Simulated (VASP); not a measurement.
# Hf (P6_3/mmc) in VASP: notebook

Hf is run at these levels: PBEsol; tasks: single point.

Everything below comes from runs of VASP 6.6.1. Logs are shortened: lines on timing, memory, paths and dates and some standing lists are left out, and cuts for length are marked.

**1. The cell of the first run**

It takes space group P6_3/mmc (No. 194, hexagonal). Conventional cell: a = 3.218 Å, b = 3.218 Å, c = 5.091 Å, α = 90.00°, β = 90.00°, γ = 120.00°. Within 4.1 Å of Hf (site symmetry -6m2) lie 12 Hf at 3.15 to 3.22 Å.

**2. Single point, PBEsol (22.83 Å³/atom)**

INCAR

```
SYSTEM = Hf
ALGO     = Normal         ! electronic algorithm
EDIFF    = 1E-7           ! SCF threshold, eV
ENCUT    = 520            ! plane-wave cutoff, eV
GGA      = PS             ! functional
ISIF     = 2              ! what is computed and relaxed
ISMEAR   = -1             ! smearing method
LASPH    = .TRUE.         ! aspherical terms in the spheres
LCHARG   = .FALSE.        ! write CHGCAR
LREAL    = .FALSE.        ! projectors in reciprocal space
LWAVE    = .FALSE.        ! write WAVECAR
NBANDS   = 17             ! bands
NELM     = 100            ! most SCF steps
PREC     = Accurate       ! precision mode
SIGMA    = 0.05           ! smearing width, eV
```

KPOINTS

```
k-points
0
G
  13 13 7
  0 0 0
```

POSCAR

```
Hf
1.0
    3.2178693301      0.0000000000      0.0000000000
   -1.6089346650      2.7867565859      0.0000000000
    0.0000000000      0.0000000000      5.0912963404
Hf
2
Direct
    0.3333333333      0.6666666667      0.2500000000
    0.6666666667      0.3333333333      0.7500000000
```

Potentials or basis: VASP PAW PBE potentials, release 64 (Hf_pv).

Command:

```
$ cat potpaw_PBE.64/Hf_pv/POTCAR > POTCAR
$ mpirun -np 1 vasp_std > vasp.out
```

OUTCAR:

```text
SYSTEM = Hf
   EDIFF = 1E-7
   ENCUT = 520
   GGA = PS
   ISIF = 2
   ISMEAR = -1
   LASPH = .TRUE.
   LREAL = .FALSE.
   NELM = 100
   PREC = Accurate

 ion  position               nearest neighbor table
   1  0.333  0.667  0.250-   2 3.15   2 3.15   2 3.15   2 3.15   2 3.15   2 3.15
   2  0.667  0.333  0.750-   1 3.15   1 3.15   1 3.15   1 3.15   1 3.15   1 3.15

  LATTYP: Found a hexagonal cell.
 ALAT       =     3.2178693301
 C/A-ratio  =     1.5821948681

  Lattice vectors:

 A1 = (   3.2178693301,   0.0000000000,   0.0000000000)
 A2 = (  -1.6089346650,   2.7867565859,   0.0000000000)
 A3 = (   0.0000000000,   0.0000000000,   5.0912963404)

Analysis of symmetry for initial positions (statically):
=====================================================================
 Subroutine PRICEL returns:
 Original cell was already a primitive cell.

 Routine SETGRP: Setting up the symmetry group for a
 hexagonal supercell.

 Subroutine GETGRP returns: Found 24 space group operations
 (whereof 12 operations were pure point group operations)
 out of a pool of 24 trial point group operations.

The static configuration has the point symmetry D_3d.
 The point group associated with its full space group is D_6h.

Analysis of symmetry for dynamics (positions and initial velocities):
=====================================================================
 Subroutine PRICEL returns:
 Original cell was already a primitive cell.

 Routine SETGRP: Setting up the symmetry group for a
 hexagonal supercell.

 Subroutine GETGRP returns: Found 24 space group operations
 (whereof 12 operations were pure point group operations)
 out of a pool of 24 trial point group operations.

The dynamic configuration has the point symmetry D_3d.
 The point group associated with its full space group is D_6h.

 Subroutine INISYM returns: Found 24 space group operations
 (whereof 12 operations are pure point group operations),
 and found     1 'primitive' translations

----------------------------------------------------------------------------------------

                                     Primitive cell

  volume of cell :      45.6558

  direct lattice vectors                    reciprocal lattice vectors
     3.217869330  0.000000000  0.000000000     0.310764639  0.179420048  0.000000000
    -1.608934665  2.786756586  0.000000000     0.000000000  0.358840096  0.000000000
     0.000000000  0.000000000  5.091296340     0.000000000  0.000000000  0.196413631

  length of vectors
     3.217869330  3.217869330  5.091296340     0.358840096  0.358840096  0.196413631

  position of ions in fractional coordinates (direct lattice)
     0.333333333  0.666666667  0.250000000
     0.666666667  0.333333333  0.750000000

  ion indices of the primitive-cell ions
   primitive index   ion index
                 1           1
                 2           2

----------------------------------------------------------------------------------------

 KPOINTS: k-points

Automatic generation of k-mesh.
 Grid dimensions read from file:
 generate k-points for:   13   13    7

 Generating k-lattice:

  Cartesian coordinates                     Fractional coordinates (reciprocal lattice)
     0.023904972  0.013801542  0.000000000     0.076923077  0.000000000  0.000000000
     0.000000000  0.027603084  0.000000000     0.000000000  0.076923077  0.000000000
     0.000000000  0.000000000  0.028059090     0.000000000  0.000000000  0.142857143

  Length of vectors
     0.027603084  0.027603084  0.028059090

  Shift w.r.t. Gamma in fractional coordinates (k-lattice)
     0.000000000  0.000000000  0.000000000

 Subroutine IBZKPT returns following result:
 ===========================================

 Found     84 irreducible k-points:

 Following reciprocal coordinates:
            Coordinates               Weight
  0.000000  0.000000  0.000000      1.000000
  0.076923  0.000000  0.000000      6.000000
  0.153846  0.000000  0.000000      6.000000
  0.230769  0.000000  0.000000      6.000000
  0.307692  0.000000  0.000000      6.000000
  0.384615  0.000000  0.000000      6.000000
[... 16 lines left out ...]
  0.076923  0.000000  0.142857     12.000000
  0.153846  0.000000  0.142857     12.000000
 [... further k-points ...]
   k-points           NKPTS =     84   k-points in BZ     NKDIM =     84   number of bands    NBANDS=     17
   number of dos      NEDOS =    301   number of ions     NIONS =      2
   total plane-waves  NPLWV =  23040
   dimension x,y,z NGX =    24 NGY =   24 NGZ =   40
   dimension x,y,z NGXF=    48 NGYF=   48 NGZF=   80
   ions per type =               2
   NGX,Y,Z   is equivalent  to a cutoff of  12.40, 12.40, 13.06 a.u.
   NGXF,Y,Z  is equivalent  to a cutoff of  24.80, 24.80, 26.12 a.u.
 SYSTEM =  Hf
   PREC   = accura    normal or accurate (medium, high low for compatibility)
   ISTART =      0    job   : 0-new  1-cont  2-samecut
   ICHARG =      2    charge: 1-file 2-atom 10-const
   ISPIN  =      1    spin polarized calculation?
   LNONCOLLINEAR =      F non collinear calculations
   LSORBIT =      F    spin-orbit coupling
   LASPH  =      T    aspherical Exc in radial PAW
   ENCUT  =  520.0 eV  38.22 Ry    6.18 a.u.   5.98  5.98  9.47*2*pi/ulx,y,z
   NELM   =    100;   NELMIN=  2; NELMDL= -5     # of ELM steps
   EDIFF  = 0.1E-06   stopping-criterion for ELM
   LREAL  =      F    real-space projection
   EDIFFG = 0.1E-05   stopping-criterion for IOM
   NSW    =      0    number of steps for IOM
   IBRION =     -1    ionic relax: 0-MD 1-quasi-New 2-CG
   NFREE  =      0    steps in history (QN), initial steepest desc. (CG)
   ISIF   =      2    stress and relaxation
   ISYM   =      2    0-nonsym 1-usesym 2-fastsym
   POTIM  = 0.5000    time-step for ionic-motion
   TEBEG  =    0.0;   TEEND  =   0.0 temperature during run
   PSTRESS=    0.0 pullay stress
   NELECT =      20.0000    total number of electrons
   NUPDOWN=      -1.0000    fix difference up-down
   EMIN   =  10.00;   EMAX   =-10.00  energy-range for DOS
   EFERMI =   0.00;   METHOD = LEGACY
   ISMEAR =    -1;   SIGMA  =   0.05  broadening in eV -4-tet -1-fermi 0-gaus
   EFERMI_NEDOS =   21; number of points for ismear=-14 and -15
   IALGO  =     38    algorithm
   IMIX   =      4    mixing-type and parameters
     AMIX     =   0.40;   BMIX     =  1.00
     AMIX_MAG =   1.60;   BMIX_MAG =  1.00
  volume/ion in A,a.u.               =      22.83       154.05
  Fermi-wavevector in a.u.,A,eV,Ry     =   1.243329  2.349552 21.032813  1.545868
  Thomas-Fermi vector in A             =   2.377645
   LORBIT       =      0    0 simple, 1 ext, 2 COOP (PROOUT), +10 PAW based schemes
   GGA     = PS    functional components
   LHFCALC =     F    Hartree Fock is set to
   AEXX    =    0.0000 exact exchange contribution
   IVDW    =     0    specifies the selected vdW correction
   LEPSILON=     F    determine dielectric tensor
   LRPA    =     F    only Hartree local field effects (RPA)
 non-spin polarized calculation
  energy-cutoff  :      520.00
  volume of cell :       45.66
 maximum number of plane-waves:      1247
 NGX is ok and might be reduce to    24
   NGX = 11   NGY = 11   NGZ = 19

 number of electron      20.0000007 magnetization

 Free energy of the ion-electron system (eV)
  ---------------------------------------------------
  ext. energy  EPLUGINS =         0.00000000
  ---------------------------------------------------
  free energy    TOTEN  =       -20.96172508 eV

  energy without entropy =      -20.94851024  energy(sigma->0) =      -20.95511766

 E-fermi :   4.6217     XC(G=0): -11.2992

 val. band max:        4.6100940470   @ k =   0.3077   0.2308   0.4286
 cond. band min:       4.6218758186   @ k =   0.0000   0.0000   0.2857
 fundamental gap:      0.0117817716
 Fermi energy:         4.6217183690

 k-point     1 :       0.0000    0.0000    0.0000
  band No.  band energies     occupation
      1     -26.4276      2.00000
      2     -25.7274      2.00000
      3     -25.7274      2.00000
      4     -25.6119      2.00000
      5     -25.6065      2.00000
      6     -25.6065      2.00000
[... 9 lines left out ...]
     16       7.1945      0.00000
     17       9.8382      0.00000

 k-point     2 :       0.0769    0.0000    0.0000
  band No.  band energies     occupation
      1     -26.4132      2.00000
      2     -25.7579      2.00000
      3     -25.7377      2.00000
      4     -25.6388      2.00000
      5     -25.6186      2.00000
      6     -25.6106      2.00000
[... 9 lines left out ...]
     16       7.0294      0.00000
     17       9.9708      0.00000

 k-point     3 :       0.1538    0.0000    0.0000
  band No.  band energies     occupation
      1     -26.3717      2.00000
      2     -25.8427      2.00000
      3     -25.7654      2.00000
      4     -25.7265      2.00000
      5     -25.6386      2.00000
      6     -25.6228      2.00000
[... 9 lines left out ...]
     16       7.1939      0.00000
     17      10.2578      0.00000

 k-point     4 :       0.2308    0.0000    0.0000
  band No.  band energies     occupation
      1     -26.3079      2.00000
      2     -25.9624      2.00000
      3     -25.8455      2.00000
      4     -25.8030      2.00000
      5     -25.6720      2.00000
      6     -25.6412      2.00000
[... 9 lines left out ...]
     16       7.9186      0.00000
     17      10.5405      0.00000

 k-point     5 :       0.3077    0.0000    0.0000
  band No.  band energies     occupation
      1     -26.2300      2.00000
      2     -26.0893      2.00000
      3     -25.9665      2.00000
      4     -25.8415      2.00000
      5     -25.7174      2.00000
      6     -25.6617      2.00000
[... 9 lines left out ...]
     16       8.8359      0.00000
     17      10.7468      0.00000

 k-point     6 :       0.3846    0.0000    0.0000
  band No.  band energies     occupation
      1     -26.1942      2.00000
      2     -26.1506      2.00000
      3     -26.0634      2.00000
      4     -25.8726      2.00000
      5     -25.7697      2.00000
      6     -25.6794      2.00000
[... 9 lines left out ...]
     16       9.8118      0.00000
     17      10.8687      0.00000

 k-point     7 :       0.4615    0.0000    0.0000
  band No.  band energies     occupation
      1     -26.2530      2.00000
      2     -26.1168      2.00000
      3     -26.0926      2.00000
      4     -25.8898      2.00000
      5     -25.8124      2.00000
      6     -25.6895      2.00000
[... 9 lines left out ...]
     16      10.7390      0.00000
     17      10.9226      0.00000

 k-point     8 :       0.0769    0.0769    0.0000
  band No.  band energies     occupation
      1     -26.3852      2.00000
      2     -25.8102      2.00000
      3     -25.7675      2.00000
      4     -25.6895      2.00000
      5     -25.6319      2.00000
      6     -25.6227      2.00000
[... 9 lines left out ...]
     16       7.0870      0.00000
     17      10.1390      0.00000
[... 203 lines left out ...]
      1     -26.1742      2.00000
      2     -26.0797      2.00000
      3     -26.0512      2.00000
      4     -25.9641      2.00000
      5     -25.8446      2.00000
      6     -25.8261      2.00000
[... 9 lines left out ...]
     16      10.3666      0.00000
     17      11.2814      0.00000

 k-point    20 :       0.3846    0.2308    0.0000
  band No.  band energies     occupation
      1     -26.1919      2.00000
      2     -26.0585      2.00000
      3     -26.0110      2.00000
      4     -26.0071      2.00000
      5     -25.8788      2.00000
      6     -25.8416      2.00000
[... 9 lines left out ...]
     16      10.3453      0.00000
     17      10.6512      0.00000

 k-point    21 :       0.3077    0.3077    0.0000
  band No.  band energies     occupation
      1     -26.1668      2.00000
      2     -26.0566      2.00000
      3     -26.0158      2.00000
      4     -25.9825      2.00000
      5     -25.9045      2.00000
      6     -25.8878      2.00000
[... 9 lines left out ...]
     16      10.2642      0.00000
     17      10.4023      0.00000

 k-point    22 :       0.0000    0.0000    0.1429
  band No.  band energies     occupation
      1     -26.3898      2.00000
      2     -25.7214      2.00000
      3     -25.7214      2.00000
      4     -25.6551      2.00000
      5     -25.6125      2.00000
      6     -25.6125      2.00000
[... 9 lines left out ...]
     16       7.4901      0.00000
     17       9.9086      0.00000

 k-point    23 :       0.0769    0.0000    0.1429
  band No.  band energies     occupation
      1     -26.3772      2.00000
      2     -25.7511      2.00000
      3     -25.7314      2.00000
      4     -25.6802      2.00000
      5     -25.6250      2.00000
      6     -25.6170      2.00000
[... 9 lines left out ...]
     16       7.3885      0.00000
     17      10.0207      0.00000

 k-point    24 :       0.1538    0.0000    0.1429
  band No.  band energies     occupation
      1     -26.3417      2.00000
      2     -25.8332      2.00000
      3     -25.7609      2.00000
      4     -25.7584      2.00000
      5     -25.6472      2.00000
      6     -25.6299      2.00000
[... 9 lines left out ...]
     16       7.3736      0.00000
     17      10.2431      0.00000

 [... further k-points ...]

------------------------ aborting loop because EDIFF is reached ----------------------------------------

  FORCE on cell =-STRESS in cart. coord.  units (eV):
  Direction    XX          YY          ZZ          XY          YZ          ZX
  --------------------------------------------------------------------------------------
  -------------------------------------------------------------------------------------
  Total       -1.6835021     -1.6835021     -1.7989096     -0.0000000      0.0000000     -0.0000000
  in kB      -59.0783582    -59.0783582    -63.1283001     -0.0000000      0.0000000     -0.0000000
  external PRESSURE =     -60.4283388 kB  Pullay stress =       0.0000000 kB

 VOLUME and BASIS-vectors are now :
 -----------------------------------------------------------------------------
  energy-cutoff  :      520.00
  volume of cell :       45.66
      direct lattice vectors                 reciprocal lattice vectors
     3.217869330  0.000000000  0.000000000     0.310764639  0.179420048  0.000000000
    -1.608934665  2.786756586  0.000000000     0.000000000  0.358840096  0.000000000
     0.000000000  0.000000000  5.091296340     0.000000000  0.000000000  0.196413631

 POSITION                                       TOTAL-FORCE (eV/Angst)
 -----------------------------------------------------------------------------------
     -0.00000      1.85784      1.27282         0.000000      0.000000      0.000000
      1.60893      0.92892      3.81847        -0.000000      0.000000      0.000000
 -----------------------------------------------------------------------------------
    total drift:                               -0.000000      0.000000     -0.000000

  FREE ENERGIE OF THE ION-ELECTRON SYSTEM (eV)
  ---------------------------------------------------
  free  energy   TOTEN  =       -20.9617250765 eV

  energy  without entropy=      -20.9485102359  energy(sigma->0) =      -20.95511766
```

Run time: 65 s. Hardware: 1 thread of Intel Xeon 8259CL, shared host; peak memory 0.19 GiB.

What came out:

```
Free energy            : -20.9617 eV
Pressure               : -6.0 GPa
Band gap on the k mesh : zero (bands 10 and 11 overlap by 1.55 eV)
```

Levels at points of the mesh, in eV from the Fermi level:
```
           k point  band 7  band 8  band 9  band 10  band 11  band 12  band 13  band 14
(0.00, 0.00, 0.00)   -7.32   -3.66    0.60     1.16     1.16     1.43     1.96     1.96
```

Caveat: the cell stands under tension; the PAW data sets were made with another functional, which shifts forces and pressure a little; spin-orbit coupling is left out, which moves the levels of the heavy elements.

**3. Single point, PBEsol (23.72 Å³/atom)**

This run uses another cell than the first one, of 23.72 Å³/atom.

INCAR

```
SYSTEM = Hf
ALGO = Normal
EDIFF = 1E-6
ENCUT = 520
GGA = PS
ISIF = 2
ISMEAR = -1
LASPH = .True.
LCHARG = .False.
LREAL = .False.
LWAVE = .False.
NBANDS = 17
NELM = 100
PREC = Accurate
SIGMA = 0.05
```

KPOINTS

```
k-points
0
Gamma
  13 13 7
  0 0 0
```

POSCAR

```
Hf
1.0
    3.2593948047      0.0000000000      0.0000000000
   -1.6296974024      2.8227187018      0.0000000000
    0.0000000000      0.0000000000      5.1569977332
Hf
2
Direct
    0.3333333333      0.6666666667      0.2500000000
    0.6666666667      0.3333333333      0.7500000000
```

Potentials or basis: VASP PAW PBE potentials, release 64 (Hf_pv).

Command:

```
$ cat potpaw_PBE.64/Hf_pv/POTCAR > POTCAR
$ mpirun -np 1 vasp_std > vasp.out
```

Run time: 51 s. Hardware: 1 thread of Intel Xeon 8259CL, shared host; peak memory 0.2 GiB.

It converged, with:

```
Free energy            : -20.8750 eV
Pressure               : -9.4 GPa
Band gap on the k mesh : zero (bands 10 and 11 overlap by 1.55 eV)
```

Stress tensor (GPa, compression positive):
```
-9.24  0.00  0.00
 0.00 -9.24  0.00
 0.00  0.00 -9.76
```

Levels at points of the mesh, in eV from the Fermi level:
```csv
k point,band 6,band 7,band 8,band 9,band 10,band 11,band 12,band 13,band 14,band 15
"(0.00, 0.00, 0.00)",-30.37,-7.18,-3.54,0.48,1.15,1.15,1.40,1.90,1.90,2.49
```

Caveat: the cell stands under tension; the PAW data sets were made with another functional, which shifts forces and pressure a little; spin-orbit coupling is left out, which moves the levels of the heavy elements.
